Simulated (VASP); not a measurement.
# TaN (R-3m) in VASP: further runs

Runs on TaN. Level: PBEsol. Tasks: single point.

Everything below comes from runs of VASP 6.6.1. Logs are shortened: lines on timing, memory, paths and dates and some standing lists are left out, and cuts for length are marked.

### Step 1. The cell of the first run

Symmetry: R-3m, No. 166, trigonal system. Conventional cell: a = 2.971 Å, b = 2.971 Å, c = 8.216 Å, α = 90.00°, β = 90.00°, γ = 120.00°. Ta (site symmetry -3m) has 6 N at 2.19 Å within 2.9 Å. Within 2.9 Å of N (site symmetry -3m) lie 6 Ta at 2.19 Å.

### Step 2. Single point, PBEsol

INCAR reads:

```
SYSTEM = TaN
ALGO = Normal
EDIFF = 1E-7
ENCUT = 520
GGA = PS
ISIF = 2
ISMEAR = 0
LASPH = .True.
LCHARG = .True.
LELF = .True.
LREAL = .False.
LVHAR = .True.
LWAVE = .False.
NBANDS = 15
NELM = 80
PREC = Accurate
SIGMA = 0.15
```

KPOINTS reads:

```
k-points
0
Gamma
  20 20 20
  0 0 0
```

POSCAR reads:

```
TaN
1.0
    0.1806636067      2.2814032195      2.2814032195
    2.2814032195      0.1806636067      2.2814032195
    2.2814032195      2.2814032195      0.1806636067
Ta N
1 1
Direct
    0.5000000000      0.5000000000      0.5000000000
    0.0000000000      0.0000000000      0.0000000000
```

Potentials or basis: VASP PAW PBE potentials, release 64 (Ta_pv, N).

Run with:

```
$ cat potpaw_PBE.64/Ta_pv/POTCAR potpaw_PBE.64/N/POTCAR > POTCAR
$ mpirun -np 1 vasp_std > vasp.out
```

OUTCAR:

```text
SYSTEM = TaN
   EDIFF = 1E-7
   ENCUT = 520
   GGA = PS
   ISIF = 2
   ISMEAR = 0
   LASPH = .True.
   LREAL = .False.
   NELM = 80
   PREC = Accurate

 ion  position               nearest neighbor table
   1  0.500  0.500  0.500-   2 2.19   2 2.19   2 2.19   2 2.19   2 2.19   2 2.19
   2  0.000  0.000  0.000-   1 2.19   1 2.19   1 2.19   1 2.19   1 2.19   1 2.19

  LATTYP: Found a trigonal (rhomboedric) cell.
 ALAT       =     3.2314455958
 COS(alpha) =     0.5773793122

  Lattice vectors:

 A1 = (   0.1806636067,   2.2814032195,   2.2814032195)
 A2 = (   2.2814032195,   0.1806636067,   2.2814032195)
 A3 = (   2.2814032195,   2.2814032195,   0.1806636067)

Analysis of symmetry for initial positions (statically):
=====================================================================
 Subroutine PRICEL returns:
 Original cell was already a primitive cell.

 Routine SETGRP: Setting up the symmetry group for a
 trigonal (rhombohedral) supercell.

 Subroutine GETGRP returns: Found 12 space group operations
 (whereof 12 operations were pure point group operations)
 out of a pool of 12 trial point group operations.

The static configuration has the point symmetry D_3d.

Analysis of symmetry for dynamics (positions and initial velocities):
=====================================================================
 Subroutine PRICEL returns:
 Original cell was already a primitive cell.

 Routine SETGRP: Setting up the symmetry group for a
 trigonal (rhombohedral) supercell.

 Subroutine GETGRP returns: Found 12 space group operations
 (whereof 12 operations were pure point group operations)
 out of a pool of 12 trial point group operations.

The dynamic configuration has the point symmetry D_3d.

 Subroutine INISYM returns: Found 12 space group operations
 (whereof 12 operations are pure point group operations),
 and found     1 'primitive' translations

----------------------------------------------------------------------------------------

                                     Primitive cell

  volume of cell :      20.9334

  direct lattice vectors                    reciprocal lattice vectors
     0.180663607  2.281403220  2.281403220    -0.247076505  0.228946318  0.228946318
     2.281403220  0.180663607  2.281403220     0.228946318 -0.247076505  0.228946318
     2.281403220  2.281403220  0.180663607     0.228946318  0.228946318 -0.247076505

  length of vectors
     3.231445596  3.231445596  3.231445596     0.407283233  0.407283233  0.407283233

  position of ions in fractional coordinates (direct lattice)
     0.500000000  0.500000000  0.500000000
     0.000000000  0.000000000  0.000000000

  ion indices of the primitive-cell ions
   primitive index   ion index
                 1           1
                 2           2

----------------------------------------------------------------------------------------

 KPOINTS: k-points

Automatic generation of k-mesh.
 Grid dimensions read from file:
 generate k-points for:   20   20   20

 Generating k-lattice:

  Cartesian coordinates                     Fractional coordinates (reciprocal lattice)
    -0.012353825  0.011447316  0.011447316     0.050000000 -0.000000000 -0.000000000
     0.011447316 -0.012353825  0.011447316    -0.000000000  0.050000000 -0.000000000
     0.011447316  0.011447316 -0.012353825    -0.000000000 -0.000000000  0.050000000

  Length of vectors
     0.020364162  0.020364162  0.020364162

  Shift w.r.t. Gamma in fractional coordinates (k-lattice)
     0.000000000  0.000000000  0.000000000

 Subroutine IBZKPT returns following result:
 ===========================================

 Found    781 irreducible k-points:

 Following reciprocal coordinates:
            Coordinates               Weight
  0.000000  0.000000  0.000000      1.000000
  0.050000  0.000000  0.000000      6.000000
  0.100000  0.000000  0.000000      6.000000
  0.150000 -0.000000 -0.000000      6.000000
  0.200000  0.000000  0.000000      6.000000
  0.250000 -0.000000 -0.000000      6.000000
[... 16 lines left out ...]
 -0.400000  0.050000  0.000000     12.000000
 -0.350000  0.050000  0.000000     12.000000
 [... further k-points ...]
   k-points           NKPTS =    781   k-points in BZ     NKDIM =    781   number of bands    NBANDS=     15
   number of dos      NEDOS =    301   number of ions     NIONS =      2
   total plane-waves  NPLWV =  13824
   dimension x,y,z NGX =    24 NGY =   24 NGZ =   24
   dimension x,y,z NGXF=    48 NGYF=   48 NGZF=   48
   ions per type =               1   1
   NGX,Y,Z   is equivalent  to a cutoff of  12.35, 12.35, 12.35 a.u.
   NGXF,Y,Z  is equivalent  to a cutoff of  24.69, 24.69, 24.69 a.u.
 SYSTEM =  TaN
   PREC   = accura    normal or accurate (medium, high low for compatibility)
   ISTART =      0    job   : 0-new  1-cont  2-samecut
   ICHARG =      2    charge: 1-file 2-atom 10-const
   ISPIN  =      1    spin polarized calculation?
   LNONCOLLINEAR =      F non collinear calculations
   LSORBIT =      F    spin-orbit coupling
   LASPH  =      T    aspherical Exc in radial PAW
   ENCUT  =  520.0 eV  38.22 Ry    6.18 a.u.   6.01  6.01  6.01*2*pi/ulx,y,z
   NELM   =     80;   NELMIN=  2; NELMDL= -5     # of ELM steps
   EDIFF  = 0.1E-06   stopping-criterion for ELM
   LREAL  =      F    real-space projection
   EDIFFG = 0.1E-05   stopping-criterion for IOM
   NSW    =      0    number of steps for IOM
   IBRION =     -1    ionic relax: 0-MD 1-quasi-New 2-CG
   NFREE  =      0    steps in history (QN), initial steepest desc. (CG)
   ISIF   =      2    stress and relaxation
   ISYM   =      2    0-nonsym 1-usesym 2-fastsym
   POTIM  = 0.5000    time-step for ionic-motion
   TEBEG  =    0.0;   TEEND  =   0.0 temperature during run
   PSTRESS=    0.0 pullay stress
   NELECT =      16.0000    total number of electrons
   NUPDOWN=      -1.0000    fix difference up-down
   EMIN   =  10.00;   EMAX   =-10.00  energy-range for DOS
   EFERMI =   0.00;   METHOD = LEGACY
   ISMEAR =     0;   SIGMA  =   0.15  broadening in eV -4-tet -1-fermi 0-gaus
   EFERMI_NEDOS =   21; number of points for ismear=-14 and -15
   IALGO  =     38    algorithm
   IMIX   =      4    mixing-type and parameters
     AMIX     =   0.40;   BMIX     =  1.00
     AMIX_MAG =   1.60;   BMIX_MAG =  1.00
  volume/ion in A,a.u.               =      10.47        70.63
  Fermi-wavevector in a.u.,A,eV,Ry     =   1.496814  2.828569 30.483219  2.240453
  Thomas-Fermi vector in A             =   2.608782
   LORBIT       =      0    0 simple, 1 ext, 2 COOP (PROOUT), +10 PAW based schemes
   GGA     = PS    functional components
   LHFCALC =     F    Hartree Fock is set to
   AEXX    =    0.0000 exact exchange contribution
   IVDW    =     0    specifies the selected vdW correction
   LEPSILON=     F    determine dielectric tensor
   LRPA    =     F    only Hartree local field effects (RPA)
 non-spin polarized calculation
 Gauss-broadening in eV      SIGMA  =   0.15
  energy-cutoff  :      520.00
  volume of cell :       20.93
 maximum number of plane-waves:       588
   NGX = 11   NGY = 11   NGZ = 11

 number of electron      15.9999998 magnetization

 Free energy of the ion-electron system (eV)
  ---------------------------------------------------
  ext. energy  EPLUGINS =         0.00000000
  ---------------------------------------------------
  free energy    TOTEN  =       -23.13955478 eV

  energy without entropy =      -23.13029261  energy(sigma->0) =      -23.13492369

 E-fermi :   9.3543     XC(G=0): -13.6761

 val. band max:        9.3531303782   @ k =  -0.4000   0.4000   0.3500
 cond. band min:       9.3547078181   @ k =  -0.4500   0.1000   0.1000
 fundamental gap:      0.0015774399
 Fermi energy:         9.3543394700

 k-point     1 :       0.0000    0.0000    0.0000
  band No.  band energies     occupation
      1     -26.3368      2.00000
      2     -26.0342      2.00000
      3     -26.0342      2.00000
      4      -9.3500      2.00000
      5       5.2837      2.00000
      6       5.9747      2.00000
      7       6.0885      2.00000
      8       6.0885      2.00000
      9       7.8502      2.00000
     10       7.8502      2.00000
     11       9.8422      0.00000
     12       9.8422      0.00000
     13      11.6033      0.00000
     14      19.1101      0.00000
     15      21.9126      0.00000

 k-point     2 :       0.0500    0.0000    0.0000
  band No.  band energies     occupation
      1     -26.3383      2.00000
      2     -26.0615      2.00000
      3     -26.0384      2.00000
      4      -9.2840      2.00000
      5       5.0097      2.00000
      6       5.7064      2.00000
      7       5.8746      2.00000
      8       6.1830      2.00000
      9       7.9356      2.00000
     10       7.9429      2.00000
     11      10.1021      0.00000
     12      10.1161      0.00000
     13      11.8099      0.00000
     14      19.3411      0.00000
     15      21.9126      0.00000

 k-point     3 :       0.1000    0.0000    0.0000
  band No.  band energies     occupation
      1     -26.3440      2.00000
      2     -26.1386      2.00000
      3     -26.0507      2.00000
      4      -9.0912      2.00000
      5       4.4332      2.00000
      6       4.9568      2.00000
      7       5.3720      2.00000
      8       6.4865      2.00000
      9       8.0959      2.00000
     10       8.1846      2.00000
     11      10.7724      0.00000
     12      10.8007      0.00000
     13      12.3586      0.00000
     14      19.9930      0.00000
     15      21.9122      0.00000

 k-point     4 :       0.1500   -0.0000   -0.0000
  band No.  band energies     occupation
      1     -26.3640      2.00000
      2     -26.2450      2.00000
      3     -26.0697      2.00000
      4      -8.7854      2.00000
      5       3.7682      2.00000
      6       4.0272      2.00000
      7       4.7751      2.00000
      8       6.9180      2.00000
      9       8.2282      2.00000
     10       8.5869      2.00000
     11      11.6806      0.00000
     12      11.6953      0.00000
     13      13.0992      0.00000
     14      20.9444      0.00000
     15      21.9115      0.00000
[... 307 lines left out ...]
 k-point    22 :      -0.4500    0.0500    0.0000
  band No.  band energies     occupation
      1     -27.0829      2.00000
      2     -26.3460      2.00000
      3     -26.2193      2.00000
      4      -6.1654      2.00000
      5      -0.7723      2.00000
      6       1.1971      2.00000
      7       2.4129      2.00000
      8       9.5233      0.11120
      9      12.0715      0.00000
     10      12.8767      0.00000
     11      14.0632      0.00000
     12      16.8646      0.00000
     13      17.5150      0.00000
     14      20.8052      0.00000
     15      21.6859      0.00000

 k-point    23 :      -0.4000    0.0500    0.0000
  band No.  band energies     occupation
      1     -27.0340      2.00000
      2     -26.3419      2.00000
      3     -26.2114      2.00000
      4      -6.4014      2.00000
      5      -0.4545      2.00000
      6       1.3177      2.00000
      7       2.5530      2.00000
      8       9.2168      1.80518
      9      11.2989      0.00000
     10      12.6449      0.00000
     11      14.5409      0.00000
     12      16.2592      0.00000
     13      17.1931      0.00000
     14      21.4458      0.00000
     15      21.8069      0.00000

 k-point    24 :      -0.3500    0.0500    0.0000
  band No.  band energies     occupation
      1     -26.9435      2.00000
      2     -26.3374      2.00000
      3     -26.1956      2.00000
      4      -6.7842      2.00000
      5       0.0932      2.00000
      6       1.5512      2.00000
      7       2.7985      2.00000
      8       8.8517      2.00000
      9      10.3729      0.00000
     10      12.0439      0.00000
     11      14.7561      0.00000
     12      15.6671      0.00000
     13      16.5685      0.00000
     14      21.7302      0.00000
     15      22.0796      0.00000

 [... further k-points ...]

------------------------ aborting loop because EDIFF is reached ----------------------------------------

  FORCE on cell =-STRESS in cart. coord.  units (eV):
  Direction    XX          YY          ZZ          XY          YZ          ZX
  --------------------------------------------------------------------------------------
  -------------------------------------------------------------------------------------
  Total        0.2583464      0.2583464      0.2583464     -0.6224129     -0.6224129     -0.6224129
  in kB       19.7729895     19.7729895     19.7729895    -47.6374548    -47.6374548    -47.6374548
  external PRESSURE =      19.7729895 kB  Pullay stress =       0.0000000 kB

 VOLUME and BASIS-vectors are now :
 -----------------------------------------------------------------------------
  energy-cutoff  :      520.00
  volume of cell :       20.93
      direct lattice vectors                 reciprocal lattice vectors
     0.180663607  2.281403220  2.281403220    -0.247076505  0.228946318  0.228946318
     2.281403220  0.180663607  2.281403220     0.228946318 -0.247076505  0.228946318
     2.281403220  2.281403220  0.180663607     0.228946318  0.228946318 -0.247076505

 POSITION                                       TOTAL-FORCE (eV/Angst)
 -----------------------------------------------------------------------------------
      2.37174      2.37174      2.37174        -0.000000      0.000000     -0.000000
      0.00000      0.00000      0.00000         0.000000      0.000000      0.000000
 -----------------------------------------------------------------------------------
    total drift:                                0.000000     -0.000000     -0.000000

  FREE ENERGIE OF THE ION-ELECTRON SYSTEM (eV)
  ---------------------------------------------------
  free  energy   TOTEN  =       -23.1395547802 eV

  energy  without entropy=      -23.1302926068  energy(sigma->0) =      -23.13492369
```

Run time: 5.8 min. Hardware: 1 thread of AMD EPYC 7R43 (Zen 3), shared host; peak memory 0.31 GiB.

Results:

| Item | Value |
| --- | --- |
| Free energy | -23.1396 eV |
| Pressure | 2.0 GPa |
| Band gap on the k mesh | zero (band 8 reaches 10.78 eV, above the bottom of band 9 at 7.85 eV) |

Caveat: the PAW data sets were made with another functional, which shifts forces and pressure a little; spin-orbit coupling is left out, which moves the levels of the heavy elements.

[end of part 1 of 2]
